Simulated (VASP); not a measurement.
Wanted: the native input for a VASP 6.6.1 run.

```
Task                   : single point
Functional             : PBE
Potentials or basis    : VASP PAW PBE potentials, release 64 (Sn_d, O)
Cutoff                 : 520 eV
k mesh                 : 12 × 12 × 12
Occupations            : gaussian, width 0.05 eV
Spin                   : no spin polarisation
Dipole correction      : no
Further INCAR settings : ALGO = Normal; EDIFF = 1e-06; NBANDS = 20
```

The structure of SnO2 lies in POSCAR:

```
SnO2
1.0
    1.6450283737      0.9497575744      5.0042302243
   -1.6450283737      0.9497575744      5.0042302243
    0.0000000000     -1.8995151487      5.0042302243
Sn O
1 2
Direct
    0.5000000000      0.5000000000      0.5000000000
    0.2521652253      0.2521652253      0.2521652253
    0.7478347747      0.7478347747      0.7478347747
```

One way to write it, as run:

INCAR

```
SYSTEM = SnO2
PREC = Accurate
ENCUT = 520
EDIFF = 1E-6
ISMEAR = 0
SIGMA = 0.05
LREAL = .False.
LASPH = .True.
NELM = 100
ALGO = Normal
ISIF = 2
LWAVE = .False.
LCHARG = .False.
GGA = PE
NBANDS = 20
```

KPOINTS

```
Automatic mesh
0
Gamma
  12 12 12
  0 0 0
```

Potentials or basis: VASP PAW PBE potentials, release 64 (Sn_d, O).

Command:

```bash
$ cat potpaw_PBE.64/Sn_d/POTCAR potpaw_PBE.64/O/POTCAR > POTCAR
$ mpirun -np 1 vasp_std > vasp.out
```

It gave:

```
Pressure               : -17.9 GPa
Largest force          : 3.081 eV/Å
Band gap on the k mesh : 1.16 eV, indirect (least direct gap 1.17 eV)
```

Caveat: spin-orbit coupling is left out, which moves the levels of the heavy elements; forces of over 1 eV/Å act on the atoms, so gaps and moduli don't describe the material at rest.

It took 110 s on 1 thread of Intel(R) Xeon(R) 6975P-C (Granite Rapids), with other jobs on the host, peak memory 0.34 GiB.
